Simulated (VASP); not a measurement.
# Hf6F: relaxation of cell and atoms with PBE

The system is Hf6F.

```
Hf F
1.0
    -0.01954    0.07172    5.06480
     5.77346    0.00376   -0.02120
    -2.88347    4.77547    0.07800
Hf F
6 1
Direct
  0.73702 0.34905 0.33898
  0.25087 0.66725 0.67469
  0.28563 0.33466 0.99737
  0.73839 0.01384 0.67800
  0.27106 0.98855 0.33461
  0.72495 0.64923 0.99776
  0.99208 0.99743 0.97858
```

```json
{
 "Program": "VASP 6.6.1",
 "Task": "relaxation of cell and atoms",
 "Functional": "PBE",
 "Potentials or basis": "VASP PAW PBE potentials, release 64 (Hf_pv, F)",
 "Cutoff": "600 eV",
 "k mesh": "4 × 6 × 6",
 "Occupations": "gaussian, width 0.2 eV",
 "Spin": "no spin polarisation",
 "Dipole correction": "no",
 "Further INCAR settings": "ALGO = Fast; EDIFF = 1e-07; IBRION = 2; EDIFFG = -0.025; NSW = 80; ISIF = 3"
}
```

```yaml
Relaxed_volume: 20.11 Å³/atom
Relaxed_cell: a = 5.175 Å, b = 5.600 Å, c = 5.607 Å, α = 119.95°, β = 90.00°, γ = 89.99°
Space_group_after_relaxing_to_0.1_Å: P-31m (No. 162)
Energy_gained_by_relaxing: 74.3 meV/atom
Ionic_steps: 14
Pressure_after_relaxing: 0.0 GPa
Largest_force_after_relaxing: 0.018 eV/Å
Band_gap_on_the_k_mesh: zero (an odd number of electrons rules out a gap without spin polarisation)
```

Forces in eV/Å, atoms in the order of the input:
```
Hf  -0.006 -0.003 -0.001
Hf   0.015  0.001  0.002
Hf  -0.001  0.003 -0.015
Hf  -0.016  0.004  0.003
Hf   0.014  0.006  0.009
Hf  -0.004 -0.009  0.013
F   -0.002 -0.002 -0.013
```

The path:
```
step  energy change (eV)  largest force (eV/Å)  pressure (GPa)  volume (Å³)
   1              0.0000                1.6455            2.86       139.67
   2             -0.3842                0.3746           -4.38       146.85
   3             -0.3906                0.4649           -3.65       145.94
   4             -0.4796                0.2772            1.97       138.51
   5             -0.4944                0.3136            0.31       140.47
   6             -0.5112                0.2121            0.18       140.56
   7             -0.5152                0.1365            0.10       140.62
   8             -0.5179                0.0848           -0.16       140.91
   9             -0.5184                0.0662           -0.31       141.09
  10             -0.5189                0.0420            0.33       140.32
  11             -0.5192                0.0427            0.09       140.61
  12             -0.5197                0.0328            0.04       140.67
  13             -0.5198                0.0314            0.00       140.73
  14             -0.5201                0.0176           -0.03       140.76
```

Final structure:
```
Hf F
1.0
     0.00179   -0.00015    5.17469
     5.59951    0.00106   -0.00100
    -2.80047    4.85742    0.00084
Hf F
6 1
Direct
  0.73740 0.34444 0.34379
  0.26253 0.65525 0.65634
  0.26339 0.34283 0.99982
  0.73720 0.00106 0.65644
  0.26233 0.99876 0.34326
  0.73674 0.65749 0.00044
  0.00041 0.00018 0.99992
```

Levels at points of the mesh, in eV from the Fermi level:
```tsv
k point	band 31	band 32	band 33	band 34	band 35	band 36
(0.00, 0.00, 0.00)	-1.41	-0.42	0.22	0.26	0.58	0.62
(0.50, 0.00, 0.00)	-1.16	-0.77	-0.53	-0.52	-0.12	-0.10
(0.00, 0.50, 0.00)	-1.37	-0.97	-0.83	0.13	0.66	0.73
(0.50, 0.50, 0.00)	-1.05	-0.91	-0.83	-0.62	0.08	0.39
(0.00, 0.00, 0.50)	-1.37	-0.96	-0.84	0.14	0.66	0.76
(0.50, 0.00, 0.50)	-1.05	-0.90	-0.84	-0.63	0.05	0.38
(0.00, 0.50, 0.50)	-1.37	-0.97	-0.84	0.13	0.66	0.72
(0.50, 0.50, 0.50)	-1.05	-0.91	-0.83	-0.62	0.08	0.39
```

It took 2.2 h on 1 thread of Oxide Virtual Turin-like Processor, with other jobs on the host, peak memory 0.56 GiB.

Caveat: spin-orbit coupling is left out, which moves the levels of the heavy elements.
